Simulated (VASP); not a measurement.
# SnSe2 (P-3m1) in VASP: further runs, part 2 of 3

VASP 6.6.1. The steps go on from the part before.

## Step 4: Relaxation of cell and atoms, PBEsol, target pressure 10 GPa, at which the enthalpy is minimised

This run uses another cell than the first one, of 25.75 Å³/atom, 0.994 times its volume.

INCAR reads:

```
SYSTEM = SnSe2
ALGO = Normal ; EDIFF = 1E-6
EDIFFG = -0.01 ; ENCUT = 600
GGA = PS ; IBRION = 2
ISIF = 3 ; ISMEAR = 0
LASPH = .True. ; LCHARG = .False.
LREAL = .False. ; LWAVE = .False.
NELM = 80 ; NSW = 80
PREC = Accurate ; PSTRESS = 100.0
SIGMA = 0.01
```

KPOINTS reads:

```
k-points
0
Gamma
  7 7 4
  0 0 0
```

POSCAR reads:

```
SnSe2
1.0
    3.8200000000      0.0000000000      0.0000000000
   -1.9100000000      3.3082170425      0.0000000000
    0.0000000000      0.0000000000      6.1120000000
Sn Se
1 2
Direct
    0.0000000000      0.0000000000      0.0000000000
    0.3333333333      0.6666666667      0.2500000000
    0.6666666667      0.3333333333      0.7500000000
```

Potentials or basis: VASP PAW PBE potentials, release 64 (Sn_d, Se).

Launch:

```sh
$ cat potpaw_PBE.64/Sn_d/POTCAR potpaw_PBE.64/Se/POTCAR > POTCAR
$ mpirun -np 1 vasp_std > vasp.out
```

OUTCAR:

```text
SYSTEM = SnSe2
   EDIFF = 1E-6
   EDIFFG = -0.01
   ENCUT = 600
   GGA = PS
   IBRION = 2
   ISIF = 3
   ISMEAR = 0
   LASPH = .True.
   LREAL = .False.
   NELM = 80
   NSW = 80
   PREC = Accurate
   PSTRESS = 100.0

 ion  position               nearest neighbor table
   1  0.000  0.000  0.000-   2 2.68   3 2.68   3 2.68   2 2.68   3 2.68   2 2.68
   2  0.333  0.667  0.250-   1 2.68   1 2.68   1 2.68
   3  0.667  0.333  0.750-   1 2.68   1 2.68   1 2.68

  LATTYP: Found a hexagonal cell.
 ALAT       =     3.8200000000
 C/A-ratio  =     1.6000000000

  Lattice vectors:

 A1 = (   3.8200000000,   0.0000000000,   0.0000000000)
 A2 = (  -1.9100000000,   3.3082170425,   0.0000000000)
 A3 = (   0.0000000000,   0.0000000000,   6.1120000000)

Analysis of symmetry for initial positions (statically):
=====================================================================
 Subroutine PRICEL returns:
 Original cell was already a primitive cell.

 Routine SETGRP: Setting up the symmetry group for a
 hexagonal supercell.

 Subroutine GETGRP returns: Found 12 space group operations
 (whereof 12 operations were pure point group operations)
 out of a pool of 24 trial point group operations.

The static configuration has the point symmetry D_3d.

Analysis of symmetry for dynamics (positions and initial velocities):
=====================================================================
 Subroutine PRICEL returns:
 Original cell was already a primitive cell.

 Routine SETGRP: Setting up the symmetry group for a
 hexagonal supercell.

 Subroutine GETGRP returns: Found 12 space group operations
 (whereof 12 operations were pure point group operations)
 out of a pool of 24 trial point group operations.

The dynamic configuration has the point symmetry D_3d.

 Subroutine INISYM returns: Found 12 space group operations
 (whereof 12 operations are pure point group operations),
 and found     1 'primitive' translations

----------------------------------------------------------------------------------------

                                     Primitive cell

  volume of cell :      77.2397

  direct lattice vectors                    reciprocal lattice vectors
     3.820000000  0.000000000  0.000000000     0.261780105  0.151138814  0.000000000
[... 105 lines left out ...]
   IALGO  =     38    algorithm
   IMIX   =      4    mixing-type and parameters
     AMIX     =   0.40;   BMIX     =  1.00
     AMIX_MAG =   1.60;   BMIX_MAG =  1.00
  volume/ion in A,a.u.               =      25.75       173.75
  Fermi-wavevector in a.u.,A,eV,Ry     =   1.138813  2.152044 17.645325  1.296895
  Thomas-Fermi vector in A             =   2.275517
   LORBIT       =      0    0 simple, 1 ext, 2 COOP (PROOUT), +10 PAW based schemes
   GGA     = PS    functional components
   LHFCALC =     F    Hartree Fock is set to
   AEXX    =    0.0000 exact exchange contribution
   IVDW    =     0    specifies the selected vdW correction
   LEPSILON=     F    determine dielectric tensor
   LRPA    =     F    only Hartree local field effects (RPA)
 conjugate gradient relaxation of ions
 non-spin polarized calculation
 Gauss-broadening in eV      SIGMA  =   0.01
  energy-cutoff  :      600.00
  volume of cell :       77.24
 maximum number of plane-waves:      2595
 NGX is ok and might be reduce to    32
   NGX = 15   NGY = 15   NGZ = 25

--------------------------------------- Ionic step        1  -------------------------------------------

 number of electron      25.9999998 magnetization

 Free energy of the ion-electron system (eV)
  ---------------------------------------------------
  ext. energy  EPLUGINS =         0.00000000
  ---------------------------------------------------
  free energy    TOTEN  =       -12.94494055 eV

  energy without entropy =      -12.94494055  energy(sigma->0) =      -12.94494055

 E-fermi :   4.1561     XC(G=0):  -9.6407

 val. band max:        4.0858471144   @ k =   0.0000   0.0000   0.0000
 cond. band min:       4.7739805588   @ k =   0.0000   0.4286   0.2500
 fundamental gap:      0.6881334444
 Fermi energy:         4.1561207002

 k-point     1 :       0.0000    0.0000    0.0000
  band No.  band energies     occupation
      1     -17.1135      2.00000
      2     -17.1135      2.00000
      3     -17.0759      2.00000
      4     -17.0599      2.00000
      5     -17.0599      2.00000
      6      -9.9529      2.00000
[... 583 lines left out ...]
  energy  without entropy=      -12.6947078018  energy(sigma->0) =      -12.69470780

  enthalpy is  TOTEN    =        -8.3255351392 eV   P V=        4.3691726626

[... ionic steps 4 to 12 ...]

--------------------------------------- Ionic step       13  -------------------------------------------

 number of electron      25.9999998 magnetization

------------------------ aborting loop because EDIFF is reached ----------------------------------------
[... 73 lines left out ...]
--------------------------------------- Ionic step       15  -------------------------------------------

 number of electron      25.9999997 magnetization

 Free energy of the ion-electron system (eV)
  ---------------------------------------------------
  ext. energy  EPLUGINS =         0.00000000
  ---------------------------------------------------
  free energy    TOTEN  =       -12.67225836 eV

  energy without entropy =      -12.67225836  energy(sigma->0) =      -12.67225836

 E-fermi :   6.7830     XC(G=0): -10.6921

 val. band max:        6.7236128291   @ k =   0.0000   0.0000   0.0000
 cond. band min:       7.0795672132   @ k =   0.1429   0.0000   0.0000
 fundamental gap:      0.3559543840
 Fermi energy:         6.7829687479

 k-point     1 :       0.0000    0.0000    0.0000
  band No.  band energies     occupation
      1     -14.8501      2.00000
      2     -14.8501      2.00000
      3     -14.8087      2.00000
      4     -14.7874      2.00000
      5     -14.7874      2.00000
      6      -8.5772      2.00000
[... 505 lines left out ...]
  energy  without entropy=      -12.6722583573  energy(sigma->0) =      -12.67225836

  enthalpy is  TOTEN    =        -8.6786165748 eV   P V=        3.9936417825

 reached required accuracy - stopping structural energy minimisation
```

OSZICAR:

```text
N       E                     dE             d eps       ncg     rms          rms(c)
DAV:   1     0.210483426693E+03    0.21048E+03   -0.13389E+04   960   0.190E+03
DAV:   2     0.118865507925E+02   -0.19860E+03   -0.19519E+03   994   0.436E+02
DAV:   3    -0.124417800869E+02   -0.24328E+02   -0.23624E+02  1250   0.131E+02
DAV:   4    -0.132134639591E+02   -0.77168E+00   -0.77088E+00  1160   0.242E+01
[... 132 lines left out ...]
       N       E                     dE             d eps       ncg     rms          rms(c)
DAV:   1    -0.126723391138E+02   -0.25855E-02   -0.28799E-03  1209   0.696E-01    0.518E-02
DAV:   2    -0.126722787666E+02    0.60347E-04   -0.17392E-04  1229   0.190E-01    0.259E-02
DAV:   3    -0.126722592525E+02    0.19514E-04   -0.58272E-05  1192   0.121E-01    0.633E-03
DAV:   4    -0.126722583573E+02    0.89522E-06   -0.40806E-06   873   0.191E-02
  15 F= -.86786166E+01 E0= -.86786166E+01  d E =-.145725E-03
```

CONTCAR:

```text
SnSe2
   1.00000000000000
     3.7267078248707595   -0.0000000000000000   -0.0000000000000000
    -1.8633539124353797    3.2274236489385228    0.0000000000000000
    -0.0000000000000000    0.0000000000000001    5.3198375127907180
  Sn              Se
     1     2
Direct
     0.0000000000000000    0.0000000000000000    0.0000000000000000
     0.3333333332999970    0.6666666667000030    0.2978684377455103
     0.6666666667000030    0.3333333332999970    0.7021315622544898

  0.00000000E+00  0.00000000E+00  0.00000000E+00
  0.00000000E+00  0.00000000E+00  0.00000000E+00
  0.00000000E+00  0.00000000E+00  0.00000000E+00
```

Wall time 8.4 min (1 thread of Intel Xeon Platinum 8488C (Sapphire Rapids), shared host); peak memory 0.25 GiB.

What came out:

```yaml
Free_energy: -12.6723 eV
Relaxed_volume: 21.33 Å³/atom
Relaxed_cell: a = 3.727 Å, b = 3.727 Å, c = 5.320 Å, α = 90.00°, β = 90.00°, γ = 120.00°
Space_group_after_relaxing_to_0.05_Å: P-3m1 (No. 164)
Energy_change_on_relaxing_the_enthalpy_is_what_falls: +90.9 meV/atom
Ionic_steps: 15
Pressure_after_relaxing: 10.0 GPa
Largest_force_after_relaxing: 0.004 eV/Å
Band_gap_on_the_k_mesh: zero (band 13 reaches 7.08 eV, above the bottom of band 14 at 6.51 eV)
```

Forces on the atoms (eV/Å):
```
Sn   0.000  0.000  0.000
Se   0.000  0.000 -0.004
Se   0.000  0.000  0.004
```

The path:
```csv
step,energy change (eV),largest force (eV/Å),pressure (GPa),volume (Å³)
1,0.0000,0.5817,2.33,77.24
2,0.7691,2.4368,21.63,64.26
3,0.2502,1.4687,10.92,70.00
4,0.2225,0.8266,10.42,67.97
5,0.3005,0.1244,10.27,65.82
6,0.2568,0.0349,9.76,65.30
7,0.2468,0.1479,9.63,64.62
8,0.3784,0.1060,11.59,62.89
9,0.2885,0.0050,10.37,63.77
10,0.2639,0.0957,10.06,64.14
11,0.2720,0.0633,10.17,64.00
12,0.2538,0.0543,9.39,64.30
13,0.2645,0.0166,9.85,64.12
14,0.2752,0.0102,10.07,63.95
15,0.2727,0.0039,10.01,63.99
```

Final structure:
```xyz
3
Lattice="3.7267 0.0000 0.0000 -1.8634 3.2274 0.0000 0.0000 0.0000 5.3198" Properties=species:S:1:pos:R:3 pbc="T T T"
Sn    0.0000    0.0000    0.0000
Se    0.0000    2.1516    1.5846
Se    1.8634    1.0758    3.7352
```

Levels at points of the mesh, in eV from the Fermi level:
| k point | band 9 | band 10 | band 11 | band 12 | band 13 | band 14 | band 15 | band 16 | band 17 |
| --- | --- | --- | --- | --- | --- | --- | --- | --- | --- |
| (0.00, 0.00, 0.00) | -1.41 | -1.41 | -1.06 | -1.06 | -0.06 | 0.70 | 2.86 | 4.54 | 4.54 |
| (0.00, 0.00, 0.50) | -3.54 | -1.65 | -1.65 | -0.50 | -0.50 | 2.50 | 3.07 | 3.48 | 3.48 |

Caveat: the cell is relaxed towards a set pressure, so the enthalpy falls and the energy may rise; the volume moved by over 15 % at a fixed basis, so the end points are rough; the PAW data sets were made with another functional, which shifts forces and pressure a little; spin-orbit coupling is left out, which moves the levels of the heavy elements; this functional lacks dispersion, which binds the layers, so the pressure and a relaxed spacing across them are unreliable.

## Step 5: Relaxation of cell and atoms, PBEsol, target pressure 20 GPa, at which the enthalpy is minimised

This run uses another cell than the first one, of 25.75 Å³/atom, 0.994 times its volume.

INCAR reads:

```
ALGO     = Normal         # electronic algorithm
EDIFF    = 1E-7           # SCF threshold, eV
EDIFFG   = -0.01          # ionic threshold
ENCUT    = 600            # plane-wave cutoff, eV
GGA      = PS             # functional
IBRION   = 2              # ionic algorithm
ISIF     = 3              # what is computed and relaxed
ISMEAR   = 0              # smearing method
LASPH    = T              # aspherical terms in the spheres
LCHARG   = F              # write CHGCAR
LREAL    = F              # projectors in reciprocal space
LWAVE    = F              # write WAVECAR
NELM     = 100            # most SCF steps
NSW      = 80             # ionic steps
PREC     = Accurate       # precision mode
PSTRESS  = 200.0        
SIGMA    = 0.01           # smearing width, eV
```

KPOINTS reads:

```
k-points
0
Gamma
  7 7 4
```

POSCAR is that of step 4.

Launch:

```sh
$ cat potpaw_PBE.64/Sn_d/POTCAR potpaw_PBE.64/Se/POTCAR > POTCAR
$ mpirun -np 1 vasp_std > vasp.out
```

Run time: 10 min. Hardware: 1 thread of Intel Xeon Platinum 8488C (Sapphire Rapids), shared host; peak memory 0.25 GiB.

The run converged. Its results:

| Property | Result |
| --- | --- |
| Free energy | -12.2157 eV |
| Relaxed volume | 19.67 Å³/atom |
| Relaxed cell | a = 3.618 Å, b = 3.618 Å, c = 5.204 Å, α = 90.00°, β = 90.00°, γ = 120.00° |
| Space group after relaxing (to 0.05 Å) | P-3m1 (No. 164) |
| Energy change on relaxing (the enthalpy is what falls) | +243.1 meV/atom |
| Ionic steps | 14 |
| Pressure after relaxing | 20.0 GPa |
| Largest force after relaxing | 0.008 eV/Å |
| Band gap on the k mesh | zero (band 13 reaches 8.34 eV, above the bottom of band 14 at 7.35 eV) |

Forces in eV/Å, atoms in the order of the input:
```
Sn   0.000  0.000  0.000
Se   0.000  0.000 -0.008
Se   0.000  0.000  0.008
```

The path:
| step | energy change (eV) | largest force (eV/Å) | pressure (GPa) | volume (Å³) |
| --- | --- | --- | --- | --- |
| 1 | 0.0000 | 0.5818 | 2.33 | 77.24 |
| 2 | 5.2163 | 8.0617 | 88.65 | 49.64 |
| 3 | 0.6373 | 2.3773 | 18.81 | 66.05 |
| 4 | 0.7198 | 2.5281 | 20.34 | 65.35 |
| 5 | 0.6747 | 1.4317 | 20.23 | 62.24 |
| 6 | 0.9461 | 0.2933 | 21.86 | 58.52 |
| 7 | 0.6397 | 0.0827 | 16.75 | 60.20 |
| 8 | 0.5742 | 0.1857 | 15.52 | 60.67 |
| 9 | 0.6672 | 0.0589 | 18.46 | 59.55 |
| 10 | 0.7240 | 0.0107 | 19.87 | 59.04 |
| 11 | 0.7346 | 0.0029 | 20.11 | 58.96 |
| 12 | 0.7390 | 0.0002 | 20.23 | 58.92 |
| 13 | 0.7260 | 0.0108 | 19.94 | 59.03 |
| 14 | 0.7292 | 0.0080 | 20.01 | 59.00 |

Final structure:
```cif
data_structure
_symmetry_space_group_name_H-M 'P 1'
_symmetry_Int_Tables_number 1
_cell_length_a 3.6183
_cell_length_b 3.6183
_cell_length_c 5.2036
_cell_angle_alpha 90.000
_cell_angle_beta 90.000
_cell_angle_gamma 120.000
_cell_volume 59.00
loop_
_atom_site_label
_atom_site_type_symbol
_atom_site_fract_x
_atom_site_fract_y
_atom_site_fract_z
_atom_site_occupancy
Sn1 Sn 0.00000 0.00000 0.00000 1
Se1 Se 0.33333 0.66667 0.30476 1
Se2 Se 0.66667 0.33333 0.69524 1
```

Levels at points of the mesh, in eV from the Fermi level:
```
           k point  band 10  band 11  band 12  band 13  band 14  band 15  band 16  band 17
(0.00, 0.00, 0.00)    -1.58    -1.07    -1.07    -0.06     1.15     3.02     4.77     4.77
(0.00, 0.00, 0.50)    -1.82    -1.82    -0.44    -0.44     2.69     3.53     3.53     3.64
```

Caveat: the cell is relaxed towards a set pressure, so the enthalpy falls and the energy may rise; the volume moved by over 15 % at a fixed basis, so the end points are rough; the PAW data sets were made with another functional, which shifts forces and pressure a little; spin-orbit coupling is left out, which moves the levels of the heavy elements; this functional lacks dispersion, which binds the layers, so the pressure and a relaxed spacing across them are unreliable.

(Continued in part 3 of 3.)
